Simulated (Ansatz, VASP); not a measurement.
## Ba in VASP and in Ansatz

The input INCAR:

```
SYSTEM = Ba
  ALGO = Normal
  EDIFF = 1E-6
  ENCUT = 500
  GGA = PS
  GGA_COMPAT = .False.
  ISIF = 2
  ISMEAR = 0
  LASPH = .True.
  LCHARG = .False.
  LREAL = .False.
  LWAVE = .False.
  NBANDS = 11
  NELM = 120
  PREC = Accurate
  SIGMA = 0.1
```

File KPOINTS:

```
k-points
0
Gamma
  6 6 6
  0 0 0
```

The input POSCAR:

```
Ba
1.0
   -2.6147350103      2.6147350103      2.6147350103
    2.6147350103     -2.6147350103      2.6147350103
    2.6147350103      2.6147350103     -2.6147350103
Ba
1
Direct
    0.0000000000      0.0000000000      0.0000000000
```

Input for Ansatz:

```yaml
crystal:
  lattice:
    - [-2.6147350103, 2.6147350103, 2.6147350103]
    - [2.6147350103, -2.6147350103, 2.6147350103]
    - [2.6147350103, 2.6147350103, -2.6147350103]
  atoms:
    - { symbol: Ba, position: [0.0, 0.0, 0.0] }
basis:
  ecutwfc: 420
kpoints:
  mp_grid: { grid: [6, 6, 6] }
hamiltonian:
  xc: pbesol
scf:
  occupations: { method: gaussian, width: 0.1 }
  lower_state_search: "off"
output:
  forces: true
  stress: true
  eigenvalues: true
```

Alike in both runs: task single point; functional PBEsol; k mesh 6 × 6 × 6; occupations gaussian, width 0.1 eV; no spin polarisation.

|  | VASP | Ansatz |
| --- | --- | --- |
| version | VASP 6.6.1 | Ansatz 0.2.0 |
| potentials or method | VASP PAW PBE potentials, release 64 (Ba_sv), cutoff 500 eV | scalar-relativistic, plane waves, PAW |
| valence electrons in the cell | 10 | 10 |

|  | VASP | Ansatz | Ansatz less VASP |
| --- | --- | --- | --- |
| gap on the k mesh at the Fermi level (eV) | none | none | - |
| pressure (GPa) | -1.3 | -1.4 | -0.03 |

VASP's potentials were made for PBE, not for PBEsol. A gap of «none» marks a metal or a gap that the smearing closes. With one functional, cell and mesh, what is left measures potentials, basis and numerics.

Neither program's run includes spin-orbit coupling.
